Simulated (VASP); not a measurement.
**Ge: single point with LDA**

The system is Ge.

```
CELL_PARAMETERS angstrom
-2.47351 2.62708 1.42406
2.47351 -2.62708 1.42406
2.47351 2.62708 -1.42406
ATOMIC_POSITIONS crystal
Ge 0.18594 0.93594 0.25000
Ge 0.81406 0.06406 0.75000
```

| Item | Value |
| --- | --- |
| Program | VASP 6.6.1 |
| Task | single point |
| Functional | LDA |
| Potentials or basis | VASP PAW LDA potentials, release 64 (Ge_d) |
| Cutoff | 520 eV |
| k mesh | 11 × 11 × 11 |
| Occupations | fermi-dirac, width 0.15 eV |
| Spin | no spin polarisation |

The pressure is -2.2 GPa, the largest force is 0.055 eV/Å and the band gap on the k mesh is zero (bands 14 and 15 overlap by 5.34 eV).

Forces on the atoms (eV/Å):
```
Ge   0.000  0.000 -0.055
Ge   0.000  0.000  0.055
```

Stress tensor (GPa, compression positive):
```
-1.21  0.00  0.00
 0.00 -2.80  0.00
 0.00  0.00 -2.65
```

Levels at points of the mesh, in eV from the Fermi level:
```
           k point  band 11  band 12  band 13  band 14  band 15  band 16  band 17  band 18
(0.00, 0.00, 0.00)   -13.33    -3.81    -2.42    -1.96     3.50     7.04     7.27     8.00
```

Run time: 64 s on 1 thread of Intel(R) Xeon(R) 6975P-C (Granite Rapids) (shared host), peak memory 0.24 GiB.
